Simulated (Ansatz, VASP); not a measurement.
## One calculation of Ge, two programs

INCAR

```
SYSTEM = Ge
PREC = Accurate
ENCUT = 600
EDIFF = 1E-7
ISMEAR = 0
SIGMA = 0.1
LREAL = .FALSE.
LASPH = .TRUE.
NELM = 60
ALGO = Normal
ISIF = 3
LWAVE = .FALSE.
LCHARG = .FALSE.
GGA = PE
IBRION = 2
NSW = 100
EDIFFG = -0.01
```

KPOINTS

```
regular mesh
0
G
  12 12 10
  0 0 0
```

The input POSCAR:

```
Ge
1.0
    4.1292072943      0.0000000000      0.0000000000
   -2.0646036471      3.5759984143      0.0000000000
    0.0000000000      0.0000000000      4.4004830060
Ge
3
Direct
    0.0000000000      0.5000000000      0.3333333333
    0.5000000000      0.5000000000      0.6666666667
    0.5000000000      0.0000000000      0.0000000000
```

Input for Ansatz:

```yaml
crystal:
  lattice:
    - [4.1292072943, 0.0, 0.0]
    - [-2.0646036471, 3.5759984143, 0.0]
    - [0.0, 0.0, 4.400483006]
  atoms:
    - { symbol: Ge, position: [0.0, 0.5, 0.3333333333] }
    - { symbol: Ge, position: [0.5, 0.5, 0.6666666667] }
    - { symbol: Ge, position: [0.5, 0.0, 0.0] }
basis:
  ecutwfc: 420
kpoints:
  mp_grid: { grid: [12, 12, 10] }
hamiltonian:
  xc: pbe
scf:
  occupations: { method: gaussian, width: 0.1 }
output:
  forces: true
  stress: true
  eigenvalues: true
relax:
  adjacent_minimum: "off"
  f_tol: 0.01
  max_steps: 80
  cell: { stress_tol: 0.05 }
```

Alike in both runs: task relaxation of cell and atoms; functional PBE; k mesh 12 × 12 × 10; occupations gaussian, width 0.1 eV; no spin polarisation.

|  | VASP | Ansatz |
| --- | --- | --- |
| version | VASP 6.6.1 | Ansatz 0.2.0 |
| potentials or method | VASP PAW PBE potentials, release 64 (Ge_d), cutoff 600 eV | scalar-relativistic, plane waves, PAW |
| valence electrons in the cell | 42 | 42 |

Ansatz gave:

| Quantity | Value |
| --- | --- |
| gap on the k mesh at the Fermi level, each at its own relaxed structure (eV) | none |
| relaxed volume (Å³/atom) | 21.70 |
| relaxed cell length with the largest relative difference (Å) | 4.413 |

Task: What did VASP give for the same quantities?

Result: gap on the k mesh at the Fermi level, each at its own relaxed structure (eV): none; relaxed volume (Å³/atom): 21.71; relaxed cell length with the largest relative difference (Å): 4.409.

A gap of «none» marks a metal or a gap that the smearing closes.
